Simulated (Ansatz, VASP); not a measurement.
# BaS: VASP beside Ansatz

```
CELL_PARAMETERS angstrom
0.00000 3.22569 3.19375
3.22569 0.00000 3.19375
3.22569 3.22569 0.00000
ATOMIC_POSITIONS crystal
Ba 0.00000 0.00000 0.00000
S 0.50000 0.50000 0.50000
```

Change from the starting cell: equal xx and yy strain of +1 %, PAW files.

Alike in both runs: task electric field gradients; functional PBE; k mesh 8 × 8 × 8; occupations fermi-dirac, width 0.02 eV; no spin polarisation.

|  | VASP | Ansatz |
| --- | --- | --- |
| version | VASP 6.6.1 | Ansatz 0.2.0 |
| potentials or method | VASP PAW PBE potentials, release 64 (Ba_sv, S) | PAW with Ansatz's default frozen-core files, scalar-relativistic |
| plane-wave cutoff (eV) | 520 | 420 |
| valence electrons in the cell | 16 | 16 |

Ansatz gave:

- gap on the k mesh at the Fermi level (eV): 2.21
- pressure (GPa): 0.0
- traceless stress, the component that is largest in VASP (GPa): 0.49
- size of Vzz on the site where it differs most (V/Å²): 12.2

Question: Estimate VASP's values.

Answer: gap on the k mesh at the Fermi level (eV): 2.11; pressure (GPa): 0.5; traceless stress, the component that is largest in VASP (GPa): 0.53; size of Vzz on the site where it differs most (V/Å²): 12.9.

The functional is the same, so the differences come from potentials, cutoffs and numerics.

Spin-orbit coupling is off throughout.
